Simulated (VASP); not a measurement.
Input of a VASP 6.6.1 run:

The input INCAR:

```
ALGO = Normal
EDIFF = 1E-7
ENCUT = 520
GGA = PS
ISIF = 2
ISMEAR = 0
LASPH = True
LCHARG = True
LELF = True
LREAL = False
LVHAR = True
LWAVE = False
NBANDS = 10
NELM = 60
PREC = Accurate
SIGMA = 0.15
```

KPOINTS

```
k-points
0
Gamma
  20 20 20
```

File POSCAR:

```
Re
1.0
    0.0000000000      2.0342500000      2.0342500000
    2.0342500000      0.0000000000      2.0342500000
    2.0342500000      2.0342500000      0.0000000000
Re
1
Direct
    0.0000000000      0.0000000000      0.0000000000
```

Potentials or basis: VASP PAW PBE potentials, release 64 (Re).

Command:

```bash
$ cat potpaw_PBE.64/Re/POTCAR > POTCAR
$ mpirun -np 1 vasp_std > vasp.out
```

What does it give for the pressure?

-41.0 GPa.

Predict the band gap on the k mesh.

zero (an odd number of electrons rules out a gap without spin polarisation).

Caveat: the cell differs from its parent crystal (strain +0.030 along x and y, +0.030 along z); the cell stands under tension; the PAW data sets were made with another functional, which shifts forces and pressure a little; spin-orbit coupling is left out, which moves the levels of the heavy elements.
